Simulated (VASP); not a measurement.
# KCl in VASP: further runs

The runs below take KCl through single point, with PBE, r2SCAN.

Everything below comes from runs of VASP 6.6.1. Logs are shortened: lines on timing, memory, paths and dates and some standing lists are left out, and cuts for length are marked.

### Step 1. The cell of the first run

Symmetry: P4/mmm, No. 123, tetragonal system. The conventional cell has a = 3.771 Å, b = 3.771 Å, c = 3.859 Å, α = 90.00°, β = 90.00°, γ = 90.00°. Within 4.3 Å of K (site symmetry 4/mmm) lie 8 Cl at 3.29 Å and 6 K at 3.77 to 3.86 Å. Cl (site symmetry 4/mmm) has 8 K at 3.29 Å and 6 Cl at 3.77 to 3.86 Å within 4.3 Å.

### Step 2. Single point, PBE (uniaxial z strain +2.3%)

File INCAR:

```
ALGO = Normal
EDIFF = 1E-7
ENCUT = 520
GGA = PE
ISIF = 2
ISMEAR = 0
LASPH = True
LCHARG = True
LELF = True
LREAL = False
LVHAR = True
LWAVE = False
NBANDS = 15
NELM = 60
PREC = Accurate
SIGMA = 0.01
```

File KPOINTS:

```
k-points
0
Gamma
  4 4 4
```

File POSCAR:

```
KCl
1.0
    3.7708085932      0.0000000000      0.0000000000
    0.0000000000      3.7708085932      0.0000000000
    0.0000000000      0.0000000000      3.8586684334
K Cl
1 1
Direct
    0.0000000000      0.0000000000      0.0000000000
    0.5000000000      0.5000000000      0.5000000000
```

Potentials or basis: VASP PAW PBE potentials, release 64 (K_sv, Cl).

Launch:

```sh
cat potpaw_PBE.64/K_sv/POTCAR potpaw_PBE.64/Cl/POTCAR > POTCAR
mpirun -np 1 vasp_std > vasp.out
```

OUTCAR:

```text
EDIFF = 1E-7
   ENCUT = 520
   GGA = PE
   ISIF = 2
   ISMEAR = 0
   LASPH = True
   LREAL = False
   NELM = 60
   PREC = Accurate

 ion  position               nearest neighbor table
   1  0.000  0.000  0.000-
   2  0.500  0.500  0.500-

  LATTYP: Found a simple tetragonal cell.
 ALAT       =     3.7708085932
 C/A-ratio  =     1.0233000000

  Lattice vectors:

 A1 = (   3.7708085932,   0.0000000000,   0.0000000000)
 A2 = (   0.0000000000,   3.7708085932,   0.0000000000)
 A3 = (   0.0000000000,   0.0000000000,   3.8586684334)

Analysis of symmetry for initial positions (statically):
=====================================================================
 Subroutine PRICEL returns:
 Original cell was already a primitive cell.

 Routine SETGRP: Setting up the symmetry group for a
 simple tetragonal supercell.

 Subroutine GETGRP returns: Found 16 space group operations
 (whereof 16 operations were pure point group operations)
 out of a pool of 16 trial point group operations.

The static configuration has the point symmetry D_4h.

Analysis of symmetry for dynamics (positions and initial velocities):
=====================================================================
 Subroutine PRICEL returns:
 Original cell was already a primitive cell.

 Routine SETGRP: Setting up the symmetry group for a
 simple tetragonal supercell.

 Subroutine GETGRP returns: Found 16 space group operations
 (whereof 16 operations were pure point group operations)
 out of a pool of 16 trial point group operations.

The dynamic configuration has the point symmetry D_4h.

 Subroutine INISYM returns: Found 16 space group operations
 (whereof 16 operations are pure point group operations),
 and found     1 'primitive' translations

----------------------------------------------------------------------------------------

                                     Primitive cell

  volume of cell :      54.8664

  direct lattice vectors                    reciprocal lattice vectors
     3.770808593  0.000000000  0.000000000     0.265195110  0.000000000  0.000000000
     0.000000000  3.770808593  0.000000000     0.000000000  0.265195110  0.000000000
     0.000000000  0.000000000  3.858668433     0.000000000  0.000000000  0.259156758

  length of vectors
     3.770808593  3.770808593  3.858668433     0.265195110  0.265195110  0.259156758

  position of ions in fractional coordinates (direct lattice)
     0.000000000  0.000000000  0.000000000
     0.500000000  0.500000000  0.500000000

  ion indices of the primitive-cell ions
   primitive index   ion index
                 1           1
                 2           2

----------------------------------------------------------------------------------------

 KPOINTS: k-points

Automatic generation of k-mesh.
 Grid dimensions read from file:
 generate k-points for:    4    4    4

 Generating k-lattice:

  Cartesian coordinates                     Fractional coordinates (reciprocal lattice)
     0.066298778  0.000000000  0.000000000     0.250000000  0.000000000  0.000000000
     0.000000000  0.066298778  0.000000000     0.000000000  0.250000000  0.000000000
     0.000000000  0.000000000  0.064789189     0.000000000  0.000000000  0.250000000

  Length of vectors
     0.066298778  0.066298778  0.064789189

  Shift w.r.t. Gamma in fractional coordinates (k-lattice)
     0.000000000  0.000000000  0.000000000

 Subroutine IBZKPT returns following result:
 ===========================================

 Found     18 irreducible k-points:

 Following reciprocal coordinates:
            Coordinates               Weight
  0.000000  0.000000  0.000000      1.000000
  0.250000  0.000000  0.000000      4.000000
  0.500000  0.000000  0.000000      2.000000
  0.250000  0.250000  0.000000      4.000000
  0.500000  0.250000  0.000000      4.000000
  0.500000  0.500000  0.000000      1.000000
[... 10 lines left out ...]
  0.500000  0.250000  0.500000      4.000000
  0.500000  0.500000  0.500000      1.000000
   k-points           NKPTS =     18   k-points in BZ     NKDIM =     18   number of bands    NBANDS=     15
   number of dos      NEDOS =    301   number of ions     NIONS =      2
   total plane-waves  NPLWV =  23520
   dimension x,y,z NGX =    28 NGY =   28 NGZ =   30
   dimension x,y,z NGXF=    56 NGYF=   56 NGZF=   60
   ions per type =               1   1
   NGX,Y,Z   is equivalent  to a cutoff of  12.34, 12.34, 12.93 a.u.
   NGXF,Y,Z  is equivalent  to a cutoff of  24.69, 24.69, 25.85 a.u.
 SYSTEM =  unknown system
   PREC   = accura    normal or accurate (medium, high low for compatibility)
   ISTART =      0    job   : 0-new  1-cont  2-samecut
   ICHARG =      2    charge: 1-file 2-atom 10-const
   ISPIN  =      1    spin polarized calculation?
   LNONCOLLINEAR =      F non collinear calculations
   LSORBIT =      F    spin-orbit coupling
   LASPH  =      T    aspherical Exc in radial PAW
   ENCUT  =  520.0 eV  38.22 Ry    6.18 a.u.   7.01  7.01  7.17*2*pi/ulx,y,z
   NELM   =     60;   NELMIN=  2; NELMDL= -5     # of ELM steps
   EDIFF  = 0.1E-06   stopping-criterion for ELM
   LREAL  =      F    real-space projection
   EDIFFG = 0.1E-05   stopping-criterion for IOM
   NSW    =      0    number of steps for IOM
   IBRION =     -1    ionic relax: 0-MD 1-quasi-New 2-CG
   NFREE  =      0    steps in history (QN), initial steepest desc. (CG)
   ISIF   =      2    stress and relaxation
   ISYM   =      2    0-nonsym 1-usesym 2-fastsym
   POTIM  = 0.5000    time-step for ionic-motion
   TEBEG  =    0.0;   TEEND  =   0.0 temperature during run
   PSTRESS=    0.0 pullay stress
   NELECT =      16.0000    total number of electrons
   NUPDOWN=      -1.0000    fix difference up-down
   EMIN   =  10.00;   EMAX   =-10.00  energy-range for DOS
   EFERMI =   0.00;   METHOD = LEGACY
   ISMEAR =     0;   SIGMA  =   0.01  broadening in eV -4-tet -1-fermi 0-gaus
   EFERMI_NEDOS =   21; number of points for ismear=-14 and -15
   IALGO  =     38    algorithm
   IMIX   =      4    mixing-type and parameters
     AMIX     =   0.40;   BMIX     =  1.00
     AMIX_MAG =   1.60;   BMIX_MAG =  1.00
  volume/ion in A,a.u.               =      27.43       185.13
  Fermi-wavevector in a.u.,A,eV,Ry     =   1.085624  2.051531 16.035541  1.178579
  Thomas-Fermi vector in A             =   2.221742
   LORBIT       =      0    0 simple, 1 ext, 2 COOP (PROOUT), +10 PAW based schemes
   GGA     = PE    functional components
   LHFCALC =     F    Hartree Fock is set to
   AEXX    =    0.0000 exact exchange contribution
   IVDW    =     0    specifies the selected vdW correction
   LEPSILON=     F    determine dielectric tensor
   LRPA    =     F    only Hartree local field effects (RPA)
 non-spin polarized calculation
 Gauss-broadening in eV      SIGMA  =   0.01
  energy-cutoff  :      520.00
  volume of cell :       54.87
 maximum number of plane-waves:      1496
   NGX = 15   NGY = 15   NGZ = 15

 number of electron      16.0000002 magnetization

 Free energy of the ion-electron system (eV)
  ---------------------------------------------------
  ext. energy  EPLUGINS =         0.00000000
  ---------------------------------------------------
  free energy    TOTEN  =        -6.64707783 eV

  energy without entropy =       -6.64707783  energy(sigma->0) =       -6.64707783

 E-fermi :  -0.5129     XC(G=0):  -8.2051

 val. band max:       -0.6391831323   @ k =   0.5000   0.0000   0.5000
 cond. band min:       4.2435303994   @ k =   0.0000   0.0000   0.0000
 fundamental gap:      4.8827135318
 Fermi energy:        -0.5129100842

 k-point     1 :       0.0000    0.0000    0.0000
  band No.  band energies     occupation
      1     -28.6931      2.00000
      2     -13.2998      2.00000
      3     -12.0800      2.00000
      4     -12.0692      2.00000
      5     -12.0692      2.00000
      6      -0.9663      2.00000
      7      -0.8413      2.00000
      8      -0.8413      2.00000
      9       4.2435      0.00000
     10       5.8232      0.00000
     11       5.9100      0.00000
     12       9.9928      0.00000
     13       9.9928      0.00000
     14      10.1486      0.00000
     15      12.9371      0.00000

 k-point     2 :       0.2500    0.0000    0.0000
  band No.  band energies     occupation
      1     -28.6813      2.00000
      2     -13.3861      2.00000
      3     -12.0613      2.00000
      4     -12.0517      2.00000
      5     -12.0058      2.00000
      6      -1.7894      2.00000
      7      -0.9731      2.00000
      8      -0.8411      2.00000
      9       5.4758      0.00000
     10       6.3666      0.00000
     11       7.0413      0.00000
     12       9.8155      0.00000
     13       9.9284      0.00000
     14      10.2817      0.00000
     15      11.2614      0.00000

 k-point     3 :       0.5000    0.0000    0.0000
  band No.  band energies     occupation
      1     -28.6695      2.00000
      2     -13.4777      2.00000
      3     -12.0425      2.00000
      4     -12.0341      2.00000
      5     -11.9282      2.00000
      6      -2.5162      2.00000
      7      -0.9815      2.00000
      8      -0.8422      2.00000
      9       7.1731      0.00000
     10       7.2557      0.00000
     11       7.8009      0.00000
     12       9.4677      0.00000
     13       9.8476      0.00000
     14       9.8819      0.00000
     15      10.6452      0.00000
[... 235 lines left out ...]
 k-point    17 :       0.5000    0.2500    0.5000
  band No.  band energies     occupation
      1     -28.6423      2.00000
      2     -12.9465      2.00000
      3     -12.3038      2.00000
      4     -12.2578      2.00000
      5     -12.1443      2.00000
      6      -2.0033      2.00000
      7      -1.9569      2.00000
      8      -1.4283      2.00000
      9       6.5939      0.00000
     10       8.1128      0.00000
     11       8.1876      0.00000
     12       8.2131      0.00000
     13      10.0262      0.00000
     14      10.1663      0.00000
     15      11.5522      0.00000

 k-point    18 :       0.5000    0.5000    0.5000
  band No.  band energies     occupation
      1     -28.6319      2.00000
      2     -12.8653      2.00000
      3     -12.2723      2.00000
      4     -12.2723      2.00000
      5     -12.2267      2.00000
      6      -2.0671      2.00000
      7      -2.0671      2.00000
      8      -2.0285      2.00000
      9       8.1833      0.00000
     10       8.2507      0.00000
     11       8.2507      0.00000
     12       9.2045      0.00000
     13       9.3982      0.00000
     14       9.3982      0.00000
     15      11.6320      0.00000

------------------------ aborting loop because EDIFF is reached ----------------------------------------

  FORCE on cell =-STRESS in cart. coord.  units (eV):
  Direction    XX          YY          ZZ          XY          YZ          ZX
  --------------------------------------------------------------------------------------
  -------------------------------------------------------------------------------------
  Total        0.3241601      0.3241601     -0.0292673      0.0000000      0.0000000      0.0000000
  in kB        9.4659401      9.4659401     -0.8546478      0.0000000      0.0000000      0.0000000
  external PRESSURE =       6.0257441 kB  Pullay stress =       0.0000000 kB

 VOLUME and BASIS-vectors are now :
 -----------------------------------------------------------------------------
  energy-cutoff  :      520.00
  volume of cell :       54.87
      direct lattice vectors                 reciprocal lattice vectors
     3.770808593  0.000000000  0.000000000     0.265195110  0.000000000  0.000000000
     0.000000000  3.770808593  0.000000000     0.000000000  0.265195110  0.000000000
     0.000000000  0.000000000  3.858668433     0.000000000  0.000000000  0.259156758

 POSITION                                       TOTAL-FORCE (eV/Angst)
 -----------------------------------------------------------------------------------
      0.00000      0.00000      0.00000         0.000000      0.000000      0.000000
      1.88540      1.88540      1.92933         0.000000      0.000000      0.000000
 -----------------------------------------------------------------------------------
    total drift:                               -0.000000      0.000000      0.000000

  FREE ENERGIE OF THE ION-ELECTRON SYSTEM (eV)
  ---------------------------------------------------
  free  energy   TOTEN  =        -6.6470778337 eV

  energy  without entropy=       -6.6470778337  energy(sigma->0) =       -6.64707783
```

It took 13 s on 1 thread of Intel Xeon Platinum 8259CL at 2.50GHz (Skylake/Cascade Lake), shared host; peak memory 0.16 GiB.

Results:

* Free energy: -6.6471 eV
* Pressure: 0.6 GPa
* Band gap on the k mesh: 4.88 eV, indirect (least direct gap 5.08 eV)

Stress tensor (GPa, compression positive):
```
 0.95  0.00  0.00
 0.00  0.95  0.00
 0.00  0.00 -0.09
```

Caveat: the cell differs from its parent crystal (uniaxial z strain +2.3%).

### Step 3. Single point, PBE

This run uses another cell than the first one, of 26.81 Å³/atom, 0.977 times its volume.

File INCAR:

```
SYSTEM = KCl
ALGO     = Normal         ! electronic algorithm
EDIFF    = 1E-6           ! SCF threshold, eV
ENCUT    = 520            ! plane-wave cutoff, eV
GGA      = PE             ! functional
ISIF     = 2              ! what is computed and relaxed
ISMEAR   = -1             ! smearing method
LASPH    = .TRUE.         ! aspherical terms in the spheres
LCHARG   = .TRUE.         ! write CHGCAR
LELF     = .TRUE.         ! ELF
LREAL    = .FALSE.        ! projectors in reciprocal space
LVHAR    = .TRUE.       
LWAVE    = .FALSE.        ! write WAVECAR
NBANDS   = 15             ! bands
NELM     = 80             ! most SCF steps
PREC     = Accurate       ! precision mode
SIGMA    = 0.02           ! smearing width, eV
```

File KPOINTS:

```
k-points
0
G
  8 8 8
  0 0 0
```

Edit POSCAR of step 2 so:

```diff
@@ -4,3 +4,3 @@
     0.0000000000      3.7708085932      0.0000000000
-    0.0000000000      0.0000000000      3.8586684334
+    0.0000000000      0.0000000000      3.7708085932
 K Cl
```

Potentials or basis: VASP PAW PBE potentials, release 64 (K_sv, Cl).

Launch:

```sh
cat potpaw_PBE.64/K_sv/POTCAR potpaw_PBE.64/Cl/POTCAR > POTCAR
mpirun -np 1 vasp_std > vasp.out
```

Run time: 18 s. Hardware: 1 thread of Intel Xeon Platinum 8259CL at 2.50GHz (Skylake/Cascade Lake), shared host; peak memory 0.17 GiB.

It converged, with:

```yaml
Free_energy: -6.6451 eV
Pressure: 1.1 GPa
Band_gap_on_the_k_mesh: 5.03 eV, indirect (least direct gap 5.24 eV)
```

Levels at points of the mesh, in eV from the valence-band top:
```
           k point  band 4  band 5  band 6  band 7  band 8  band 9  band 10  band 11  band 12  band 13
(0.00, 0.00, 0.00)  -11.35  -11.35   -0.21   -0.21   -0.21    5.03     6.52     6.52    10.79    10.79
(0.50, 0.00, 0.00)  -11.31  -11.19   -1.90   -0.23   -0.23    7.94     7.97     8.55    10.16    10.68
(0.50, 0.50, 0.00)  -11.61  -11.28   -1.27   -1.27    0.00    6.22     7.35     8.99     8.99    11.79
(0.50, 0.50, 0.50)  -11.54  -11.54   -1.44   -1.44   -1.44    8.98     8.98     8.98    10.12    10.12
```

A k mesh can miss the band edges. A hybrid or GW would open this gap; PBE tends to underestimate it.

### Step 4. Single point, r2SCAN

This run uses another cell than the first one, of 26.81 Å³/atom, 0.977 times its volume.

POSCAR is that of step 3.

File INCAR.step1:

```
  ALGO = Normal
  EDIFF = 1E-4
  ENCUT = 520
  GGA = PE
  ISMEAR = 0
  LASPH = T
  LCHARG = F
  LREAL = F
  LWAVE = T
  NBANDS = 15
  NELM = 60
  PREC = Accurate
  SIGMA = 0.01
```

File INCAR.step2:

```
  ALGO = Normal
  EDIFF = 1E-7
  ENCUT = 520
  ISIF = 2
  ISMEAR = 0
  ISTART = 1
  LASPH = T
  LCHARG = F
  LMIXTAU = T
  LREAL = F
  LWAVE = F
  METAGGA = R2SCAN
  NBANDS = 15
  NELM = 60
  PREC = Accurate
  SIGMA = 0.01
```

File KPOINTS:

```
k-points
0
Gamma
  8 8 8
```

Launch:

```sh
cat potpaw_PBE.64/K_sv/POTCAR potpaw_PBE.64/Cl/POTCAR > POTCAR
cp INCAR.step1 INCAR
mpirun -np 1 vasp_std > vasp.out
cp INCAR.step2 INCAR
mpirun -np 1 vasp_std > vasp.out
```

It took 76 s on 1 thread of Intel Xeon Platinum 8259CL at 2.50GHz (Skylake/Cascade Lake), shared host; peak memory 0.17 GiB.

It converged, with:

- Free energy: -16.4077 eV
- Pressure: 0.0 GPa
- Band gap on the k mesh: 5.81 eV, indirect (least direct gap 6.02 eV)

Levels at points of the mesh, in eV from the valence-band top:
```
           k point  band 6  band 7  band 8  band 9  band 10  band 11
(0.00, 0.00, 0.00)   -0.22   -0.22   -0.22    5.81     7.09     7.09
(0.50, 0.00, 0.00)   -1.90   -0.23   -0.23    8.56     8.74     9.32
(0.50, 0.50, 0.00)   -1.30   -1.30    0.00    6.86     8.08     9.73
(0.50, 0.50, 0.50)   -1.45   -1.45   -1.45    9.67     9.67     9.67
```

Caveat: the PAW data sets were made with another functional, which shifts forces and pressure a little. A k mesh can miss the band edges.

### Step 5. The runs side by side

| level | cell | k mesh | smearing | gap on the mesh (eV) | pressure (GPa) |
| --- | --- | --- | --- | --- | --- |
| PBE | a = 3.771, b = 3.771, c = 3.859 Å, 2 atoms | 4 × 4 × 4 | gaussian 0.01 eV | 4.88 | 0.6 |
| PBE | a = 3.771 Å, 2 atoms | 8 × 8 × 8 | fermi-dirac 0.02 eV | 5.03 | 1.1 |
| r2SCAN | a = 3.771 Å, 2 atoms | 8 × 8 × 8 | gaussian 0.01 eV | 5.81 | 0.0 |

Alike in all rows: task single point; potentials or basis VASP PAW PBE potentials, release 64 (K_sv, Cl); no spin polarisation; cutoff (eV) 520.

Caveats: the PAW data sets were made with another functional, which shifts forces and pressure a little (some runs).

Total energies depend on the potentials used, so only differences within one code and one set of settings carry meaning.
